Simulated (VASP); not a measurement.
The system is CaO.

```xyz
2
Lattice="0.0000 2.4535 2.4535 2.4535 0.0000 2.4535 2.4535 2.4535 0.0000" Properties=species:S:1:pos:R:3 pbc="T T T"
Ca    0.0000    0.0000    0.0000
O     2.4535    2.4535    2.4535
```

- Program: VASP 6.6.1
- Task: relaxation of cell and atoms
- Functional: PBE
- Dispersion: D3(BJ)
- Potentials or basis: VASP PAW PBE potentials, release 64 (Ca_sv, O)
- Cutoff: 600 eV
- k mesh: 8 × 8 × 8
- Occupations: gaussian, width 0.02 eV
- Spin: no spin polarisation

At the start: pressure -6.9 GPa; volume 14.77 Å³/atom.

Q: Where does the relaxation end?

A: Over 3 steps the energy falls by 23.8 meV/atom and the volume is 13.74 Å³/atom (-7.0 %); space group Fm-3m (No. 225, to 0.1 Å) before and after.

Step by step:
```csv
step,energy change (eV),largest force (eV/Å),pressure (GPa),volume (Å³)
1,0.0000,0.0000,-6.94,29.54
2,-0.0430,0.0000,2.57,26.89
3,-0.0476,0.0000,0.01,27.48
```

Final structure:
```
Ca O
1.0
     0.00000    2.39500    2.39500
     2.39500    0.00000    2.39500
     2.39500    2.39500    0.00000
Ca O
1 1
Direct
  0.00000 0.00000 0.00000
  0.50000 0.50000 0.50000
```
